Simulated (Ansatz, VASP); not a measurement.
# PbF2 in VASP and in Ansatz

```xyz
3
Lattice="0.0000 2.9999 2.9999 2.9999 0.0000 2.9999 2.9999 2.9999 0.0000" Properties=species:S:1:pos:R:3 pbc="T T T"
Pb    0.0000    0.0000    0.0000
F     4.4998    4.4998    4.4998
F     1.4999    1.4999    1.4999
```

Alike in both runs: functional PBE; k mesh 8 × 8 × 8; occupations gaussian, width 0.02 eV; no spin polarisation.

Ansatz relaxed the structure, and its values are those at the end. VASP's run is a single point on that final structure, the one shown.

|  | VASP | Ansatz |
| --- | --- | --- |
| version | VASP 6.6.1 | Ansatz 0.2.0 |
| potentials or method | VASP PAW PBE potentials, release 64 (Pb_d, F), cutoff 520 eV | scalar-relativistic, plane waves, PAW |
| valence electrons in the cell | 28 | 28 |

VASP gave:

* gap on the k mesh at the Fermi level (eV): 4.42
* least direct gap on the mesh (eV): 4.56
* pressure (GPa): -0.2

Estimate Ansatz's values.

gap on the k mesh at the Fermi level (eV): 4.42; least direct gap on the mesh (eV): 4.56; pressure (GPa): 0.0.

Neither program's run includes spin-orbit coupling.
